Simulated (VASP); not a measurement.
# TiAl (P-6m2) in VASP: further runs

Runs on TiAl. Level: PBEsol. Tasks: single point.

Program: VASP 6.6.1. These are calculated values, not measurements. Logs are shortened: lines on timing, memory, paths and dates and some standing lists are left out, and cuts for length are marked.

## 1. The cell of the first run

The structure is hexagonal, space group P-6m2 (No. 187). Conventional cell: a = 2.762 Å, b = 2.762 Å, c = 4.250 Å, α = 90.00°, β = 90.00°, γ = 120.00°. Ti (site symmetry -6m2) has 6 Al at 2.66 Å and 6 Ti at 2.76 Å within 3.5 Å. Within 3.5 Å of Al (site symmetry -6m2) lie 6 Ti at 2.66 Å and 6 Al at 2.76 Å.

## 2. Single point, PBEsol

Input file INCAR:

```
SYSTEM = TiAl
PREC = Accurate
ENCUT = 520
EDIFF = 1E-7
ISMEAR = 0
SIGMA = 0.15
LREAL = .FALSE.
LASPH = .TRUE.
NELM = 80
ALGO = Fast
ISIF = 2
LWAVE = .FALSE.
LCHARG = .FALSE.
GGA = PS
NBANDS = 14
```

Input file KPOINTS:

```
Automatic mesh
0
G
  18 18 10
  0 0 0
```

Input file POSCAR:

```
TiAl
1.0
    2.7621000000      0.0000000000      0.0000000000
   -1.3810500000      2.3920487678      0.0000000000
    0.0000000000      0.0000000000      4.2497000000
Ti Al
1 1
Direct
    0.0000000000      0.0000000000      0.0000000000
    0.3333333333      0.6666666667      0.5000000000
```

Potentials or basis: VASP PAW PBE potentials, release 64 (Ti_sv, Al).

The run is started by

```bash
$ cat potpaw_PBE.64/Ti_sv/POTCAR potpaw_PBE.64/Al/POTCAR > POTCAR
$ mpirun -np 1 vasp_std > vasp.out
```

OUTCAR:

```text
SYSTEM = TiAl
   PREC = Accurate
   ENCUT = 520
   EDIFF = 1E-7
   ISMEAR = 0
   LREAL = .FALSE.
   LASPH = .TRUE.
   NELM = 80
   ISIF = 2
   GGA = PS

 ion  position               nearest neighbor table
   1  0.000  0.000  0.000-   2 2.66   2 2.66   2 2.66   2 2.66   2 2.66   2 2.66
   2  0.333  0.667  0.500-   1 2.66   1 2.66   1 2.66   1 2.66   1 2.66   1 2.66

  LATTYP: Found a hexagonal cell.
 ALAT       =     2.7621000000
 C/A-ratio  =     1.5385757214

  Lattice vectors:

 A1 = (   2.7621000000,   0.0000000000,   0.0000000000)
 A2 = (  -1.3810500000,   2.3920487678,   0.0000000000)
 A3 = (   0.0000000000,   0.0000000000,   4.2497000000)

Analysis of symmetry for initial positions (statically):
=====================================================================
 Subroutine PRICEL returns:
 Original cell was already a primitive cell.

 Routine SETGRP: Setting up the symmetry group for a
 hexagonal supercell.

 Subroutine GETGRP returns: Found 12 space group operations
 (whereof 12 operations were pure point group operations)
 out of a pool of 24 trial point group operations.

The static configuration has the point symmetry D_3h.

Analysis of symmetry for dynamics (positions and initial velocities):
=====================================================================
 Subroutine PRICEL returns:
 Original cell was already a primitive cell.

 Routine SETGRP: Setting up the symmetry group for a
 hexagonal supercell.

 Subroutine GETGRP returns: Found 12 space group operations
 (whereof 12 operations were pure point group operations)
 out of a pool of 24 trial point group operations.

The dynamic configuration has the point symmetry D_3h.

 Subroutine INISYM returns: Found 12 space group operations
 (whereof 12 operations are pure point group operations),
 and found     1 'primitive' translations

----------------------------------------------------------------------------------------

                                     Primitive cell

  volume of cell :      28.0781

  direct lattice vectors                    reciprocal lattice vectors
     2.762100000  0.000000000  0.000000000     0.362043373  0.209025839  0.000000000
    -1.381050000  2.392048768  0.000000000     0.000000000  0.418051677  0.000000000
     0.000000000  0.000000000  4.249700000     0.000000000  0.000000000  0.235310728

  length of vectors
     2.762100000  2.762100000  4.249700000     0.418051677  0.418051677  0.235310728

[... 85 lines left out ...]
   NFREE  =      0    steps in history (QN), initial steepest desc. (CG)
   ISIF   =      2    stress and relaxation
   ISYM   =      2    0-nonsym 1-usesym 2-fastsym
   POTIM  = 0.5000    time-step for ionic-motion
   TEBEG  =    0.0;   TEEND  =   0.0 temperature during run
   PSTRESS=    0.0 pullay stress
   NELECT =      15.0000    total number of electrons
   NUPDOWN=      -1.0000    fix difference up-down
   EMIN   =  10.00;   EMAX   =-10.00  energy-range for DOS
   EFERMI =   0.00;   METHOD = LEGACY
   ISMEAR =     0;   SIGMA  =   0.15  broadening in eV -4-tet -1-fermi 0-gaus
   EFERMI_NEDOS =   21; number of points for ismear=-14 and -15
   IALGO  =     68    algorithm
   IMIX   =      4    mixing-type and parameters
     AMIX     =   0.40;   BMIX     =  1.00
     AMIX_MAG =   1.60;   BMIX_MAG =  1.00
  volume/ion in A,a.u.               =      14.04        94.74
  Fermi-wavevector in a.u.,A,eV,Ry     =   1.328361  2.510238 24.008053  1.764542
  Thomas-Fermi vector in A             =   2.457604
   LORBIT       =      0    0 simple, 1 ext, 2 COOP (PROOUT), +10 PAW based schemes
   GGA     = PS    functional components
   LHFCALC =     F    Hartree Fock is set to
   AEXX    =    0.0000 exact exchange contribution
   IVDW    =     0    specifies the selected vdW correction
   LEPSILON=     F    determine dielectric tensor
   LRPA    =     F    only Hartree local field effects (RPA)
 non-spin polarized calculation
 RMM-DIIS sequential band-by-band and
 Gauss-broadening in eV      SIGMA  =   0.15
  energy-cutoff  :      520.00
  volume of cell :       28.08
 maximum number of plane-waves:       772
 NGX is ok and might be reduce to    24
   NGX = 11   NGY = 11   NGZ = 15

 number of electron      14.9999997 magnetization

 Free energy of the ion-electron system (eV)
  ---------------------------------------------------
  ext. energy  EPLUGINS =         0.00000000
  ---------------------------------------------------
  free energy    TOTEN  =       -12.62826314 eV

  energy without entropy =      -12.59986856  energy(sigma->0) =      -12.61406585

 E-fermi :   9.5756     XC(G=0): -11.7842

 val. band max:        9.5721207872   @ k =   0.3333   0.2222   0.5000
 cond. band min:       9.5767348987   @ k =   0.2778   0.0556   0.1000
 fundamental gap:      0.0046141115
 Fermi energy:         9.5756105360

 k-point     1 :       0.0000    0.0000    0.0000
  band No.  band energies     occupation
      1     -46.3325      2.00000
      2     -22.8099      2.00000
      3     -22.2184      2.00000
      4     -22.2184      2.00000
      5      -0.0413      2.00000
      6       7.2631      2.00000
      7       8.3127      2.00000
      8      11.0074      0.00000
      9      11.0074      0.00000
     10      12.7365      0.00000
     11      12.7365      0.00000
     12      15.2045      0.00000
     13      23.1141      0.00000
     14      23.1142      0.00000
[... 377 lines left out ...]
      1     -46.1794      2.00000
      2     -23.0104      2.00000
      3     -22.6610      2.00000
      4     -22.4672      2.00000
      5       4.9385      2.00000
      6       7.3963      2.00000
      7       7.8756      2.00000
      8       8.6045      2.00000
      9      11.2755      0.00000
     10      13.3344      0.00000
     11      14.6609      0.00000
     12      15.2184      0.00000
     13      15.9617      0.00000
     14      17.5102      0.00000

 [... further k-points ...]
[... 5 lines left out ...]
  --------------------------------------------------------------------------------------
  -------------------------------------------------------------------------------------
  Total        3.1566039      3.1566039      5.6697564      0.0000000      0.0000000      0.0000000
  in kB      180.1204304    180.1204304    323.5245788      0.0000000      0.0000000      0.0000000
  external PRESSURE =     227.9218132 kB  Pullay stress =       0.0000000 kB

 VOLUME and BASIS-vectors are now :
 -----------------------------------------------------------------------------
  energy-cutoff  :      520.00
  volume of cell :       28.08
      direct lattice vectors                 reciprocal lattice vectors
     2.762100000  0.000000000  0.000000000     0.362043373  0.209025839  0.000000000
    -1.381050000  2.392048768  0.000000000     0.000000000  0.418051677  0.000000000
     0.000000000  0.000000000  4.249700000     0.000000000  0.000000000  0.235310728

 POSITION                                       TOTAL-FORCE (eV/Angst)
 -----------------------------------------------------------------------------------
      0.00000      0.00000      0.00000         0.000000      0.000000      0.000000
     -0.00000      1.59470      2.12485        -0.000000     -0.000000      0.000000
 -----------------------------------------------------------------------------------
    total drift:                                0.000000     -0.000000      0.000000

  FREE ENERGIE OF THE ION-ELECTRON SYSTEM (eV)
  ---------------------------------------------------
  free  energy   TOTEN  =       -12.6282631376 eV

  energy  without entropy=      -12.5998685642  energy(sigma->0) =      -12.61406585
```

OSZICAR:

```text
N       E                     dE             d eps       ncg     rms          rms(c)
DAV:   1     0.101359132373E+03    0.10136E+03   -0.71506E+03  6228   0.111E+03
DAV:   2    -0.844893475493E+01   -0.10981E+03   -0.10553E+03  6402   0.306E+02
DAV:   3    -0.139041597530E+02   -0.54552E+01   -0.53391E+01  9292   0.658E+01
[... 23 lines left out ...]
RMM:  27    -0.126282624863E+02   -0.37304E-06   -0.37919E-06  7180   0.751E-03    0.147E-04
RMM:  28    -0.126282627530E+02   -0.26667E-06   -0.26651E-06  6362   0.607E-03    0.229E-04
RMM:  29    -0.126282629247E+02   -0.17176E-06   -0.16764E-06  5867   0.501E-03    0.258E-04
RMM:  30    -0.126282630580E+02   -0.13325E-06   -0.13696E-06  5596   0.432E-03    0.456E-04
RMM:  31    -0.126282631376E+02   -0.79614E-07   -0.81809E-07  5363   0.369E-03
   1 F= -.12628263E+02 E0= -.12614066E+02  d E =-.283946E-01
```

Run time: 2.4 min. Hardware: 1 thread of Intel Xeon Platinum 8488C (Sapphire Rapids), shared host; peak memory 0.22 GiB.

Results:

```
Free energy : -12.6283 eV
Pressure    : 22.8 GPa
```

Caveat: the PAW data sets were made with another functional, which shifts forces and pressure a little.

## 3. Single point, PBEsol

This run uses another cell than the first one, of 14.27 Å³/atom, 1.017 times its volume.

Input file INCAR:

```
ALGO = Fast ; EDIFF = 1E-6
ENCUT = 520 ; GGA = PS
ISIF = 2 ; ISMEAR = 0
LASPH = T ; LCHARG = F
LREAL = F ; LWAVE = F
NBANDS = 14 ; NELM = 100
PREC = Accurate ; SIGMA = 0.15
```

Input file KPOINTS:

```
k-points
0
Gamma
  18 18 10
```

Input file POSCAR:

```
TiAl
1.0
    2.8475477334      0.0000000000      0.0000000000
   -1.4237738667      2.4660486756      0.0000000000
    0.0000000000      0.0000000000      4.0649000000
Ti Al
1 1
Direct
    0.0000000000      0.0000000000      0.0000000000
    0.3333333333      0.6666666667      0.5000000000
```

Potentials or basis: VASP PAW PBE potentials, release 64 (Ti_sv, Al).

The run is started by

```bash
$ cat potpaw_PBE.64/Ti_sv/POTCAR potpaw_PBE.64/Al/POTCAR > POTCAR
$ mpirun -np 1 vasp_std > vasp.out
```

OUTCAR:

```text
EDIFF = 1E-6
   ENCUT = 520
   GGA = PS
   ISIF = 2
   ISMEAR = 0
   LASPH = T
   LREAL = F
   NELM = 100
   PREC = Accurate

 ion  position               nearest neighbor table
   1  0.000  0.000  0.000-   2 2.61   2 2.61   2 2.61   2 2.61   2 2.61   2 2.61
   2  0.333  0.667  0.500-   1 2.61   1 2.61   1 2.61   1 2.61   1 2.61   1 2.61

  LATTYP: Found a hexagonal cell.
 ALAT       =     2.8475477334
 C/A-ratio  =     1.4275089939

  Lattice vectors:

 A1 = (   2.8475477334,   0.0000000000,   0.0000000000)
 A2 = (  -1.4237738667,   2.4660486756,   0.0000000000)
 A3 = (   0.0000000000,   0.0000000000,   4.0649000000)

Analysis of symmetry for initial positions (statically):
=====================================================================
 Subroutine PRICEL returns:
 Original cell was already a primitive cell.

 Routine SETGRP: Setting up the symmetry group for a
 hexagonal supercell.

 Subroutine GETGRP returns: Found 12 space group operations
 (whereof 12 operations were pure point group operations)
 out of a pool of 24 trial point group operations.

The static configuration has the point symmetry D_3h.

Analysis of symmetry for dynamics (positions and initial velocities):
=====================================================================
 Subroutine PRICEL returns:
 Original cell was already a primitive cell.

 Routine SETGRP: Setting up the symmetry group for a
 hexagonal supercell.

 Subroutine GETGRP returns: Found 12 space group operations
 (whereof 12 operations were pure point group operations)
 out of a pool of 24 trial point group operations.

The dynamic configuration has the point symmetry D_3h.

 Subroutine INISYM returns: Found 12 space group operations
 (whereof 12 operations are pure point group operations),
 and found     1 'primitive' translations

[... 116 lines left out ...]
  Fermi-wavevector in a.u.,A,eV,Ry     =   1.321086  2.496490 23.745814  1.745268
  Thomas-Fermi vector in A             =   2.450865
   LORBIT       =      0    0 simple, 1 ext, 2 COOP (PROOUT), +10 PAW based schemes
   GGA     = PS    functional components
   LHFCALC =     F    Hartree Fock is set to
   AEXX    =    0.0000 exact exchange contribution
   IVDW    =     0    specifies the selected vdW correction
   LEPSILON=     F    determine dielectric tensor
   LRPA    =     F    only Hartree local field effects (RPA)
 non-spin polarized calculation
 RMM-DIIS sequential band-by-band and
 Gauss-broadening in eV      SIGMA  =   0.15
  energy-cutoff  :      520.00
  volume of cell :       28.54
 maximum number of plane-waves:       780
 NGX is ok and might be reduce to    24
   NGX = 11   NGY = 11   NGZ = 15

 number of electron      15.0000006 magnetization

 Free energy of the ion-electron system (eV)
  ---------------------------------------------------
  ext. energy  EPLUGINS =         0.00000000
  ---------------------------------------------------
  free energy    TOTEN  =       -12.52393463 eV

  energy without entropy =      -12.49505898  energy(sigma->0) =      -12.50949680

 E-fermi :   9.3354     XC(G=0): -11.7078

 val. band max:        9.3337408980   @ k =   0.3333   0.2778   0.2000
 cond. band min:       9.3371042782   @ k =   0.3333   0.2778   0.5000
 fundamental gap:      0.0033633802
 Fermi energy:         9.3354077795

 k-point     1 :       0.0000    0.0000    0.0000
  band No.  band energies     occupation
      1     -46.6287      2.00000
      2     -23.1239      2.00000
      3     -22.6201      2.00000
      4     -22.6201      2.00000
      5      -0.0438      2.00000
      6       7.2553      2.00000
      7       8.8634      1.99999
      8      10.6415      0.00000
      9      10.6415      0.00000
     10      12.1670      0.00000
     11      12.1670      0.00000
     12      15.8693      0.00000
     13      21.9991      0.00000
     14      21.9991      0.00000
[... 377 lines left out ...]
      1     -46.5199      2.00000
      2     -23.2292      2.00000
      3     -23.0127      2.00000
      4     -22.8121      2.00000
      5       4.6554      2.00000
      6       6.9401      2.00000
      7       7.8379      2.00000
      8       8.3760      2.00000
      9      10.8775      0.00000
     10      12.9753      0.00000
     11      14.3072      0.00000
     12      15.3994      0.00000
     13      15.4327      0.00000
     14      17.2509      0.00000

 [... further k-points ...]
[... 5 lines left out ...]
  --------------------------------------------------------------------------------------
  -------------------------------------------------------------------------------------
  Total        2.5361653      2.5361653      6.8037855      0.0000000      0.0000000      0.0000000
  in kB      142.3526681    142.3526681    381.8903399      0.0000000      0.0000000      0.0000000
  external PRESSURE =     222.1985587 kB  Pullay stress =       0.0000000 kB

 VOLUME and BASIS-vectors are now :
 -----------------------------------------------------------------------------
  energy-cutoff  :      520.00
  volume of cell :       28.54
      direct lattice vectors                 reciprocal lattice vectors
     2.847547733  0.000000000  0.000000000     0.351179363  0.202753500  0.000000000
    -1.423773867  2.466048676  0.000000000     0.000000000  0.405507000  0.000000000
     0.000000000  0.000000000  4.064900000     0.000000000  0.000000000  0.246008512

 POSITION                                       TOTAL-FORCE (eV/Angst)
 -----------------------------------------------------------------------------------
      0.00000      0.00000      0.00000         0.000000     -0.000000      0.000000
     -0.00000      1.64403      2.03245        -0.000000      0.000000      0.000000
 -----------------------------------------------------------------------------------
    total drift:                                0.000000     -0.000000      0.000000

  FREE ENERGIE OF THE ION-ELECTRON SYSTEM (eV)
  ---------------------------------------------------
  free  energy   TOTEN  =       -12.5239346310 eV

  energy  without entropy=      -12.4950589754  energy(sigma->0) =      -12.50949680
```

OSZICAR:

```text
N       E                     dE             d eps       ncg     rms          rms(c)
DAV:   1     0.101364312399E+03    0.10136E+03   -0.71358E+03  6228   0.111E+03
DAV:   2    -0.848475701115E+01   -0.10985E+03   -0.10544E+03  6390   0.304E+02
DAV:   3    -0.139441176171E+02   -0.54594E+01   -0.53649E+01  9304   0.656E+01
[... 16 lines left out ...]
RMM:  20    -0.125239268353E+02   -0.60383E-05   -0.57464E-05  7970   0.350E-02    0.231E-03
RMM:  21    -0.125239303923E+02   -0.35570E-05   -0.34875E-05  7400   0.270E-02    0.127E-03
RMM:  22    -0.125239327323E+02   -0.23399E-05   -0.22547E-05  7214   0.213E-02    0.308E-03
RMM:  23    -0.125239338175E+02   -0.10852E-05   -0.11938E-05  6794   0.154E-02    0.111E-03
RMM:  24    -0.125239346310E+02   -0.81352E-06   -0.84626E-06  5884   0.116E-02
   1 F= -.12523935E+02 E0= -.12509497E+02  d E =-.288757E-01
```

stdout:

```text
POSCAR found type information on POSCAR TiAl
 POSCAR found :  2 types and       2 ions
 scaLAPACK will be used
 -----------------------------------------------------------------------------
|                                                                             |
|                                                                             |
|     You enforced a specific xc type in the INCAR file but a different       |
|     I HOPE YOU KNOW WHAT YOU ARE DOING!                                     |
|                                                                             |
 -----------------------------------------------------------------------------

 LDA part: xc-table for (Slater+PW92), standard interpolation
 POSCAR, INCAR and KPOINTS ok, starting setup
 FFT: planning ... GRIDC
 FFT: planning ... GRID_SOFT
 FFT: planning ... GRID
 WAVECAR not read
 entering main loop
WARNING in EDDRMM: call to ZHEGV failed, returncode =   8  4     14
```

It took 2 min on 1 thread of Intel Xeon Platinum 8488C (Sapphire Rapids), shared host; peak memory 0.22 GiB.

What came out:

```yaml
Free_energy: -12.5239 eV
Pressure: 22.2 GPa
```

Levels at points of the mesh, in eV from the Fermi level:
| k point | band 5 | band 6 | band 7 | band 8 | band 9 | band 10 | band 11 | band 12 |
| --- | --- | --- | --- | --- | --- | --- | --- | --- |
| (0.00, 0.00, 0.00) | -9.38 | -2.08 | -0.47 | 1.31 | 1.31 | 2.83 | 2.83 | 6.53 |
| (0.50, 0.00, 0.00) | -4.28 | -3.12 | -1.65 | -1.09 | 2.05 | 4.26 | 5.15 | 5.51 |
| (0.00, 0.00, 0.50) | -7.86 | -5.31 | 0.28 | 1.35 | 1.35 | 2.58 | 2.58 | 9.49 |
| (0.50, 0.00, 0.50) | -4.26 | -2.25 | -2.06 | 0.66 | 1.42 | 1.56 | 4.27 | 4.66 |

Caveat: the PAW data sets were made with another functional, which shifts forces and pressure a little.
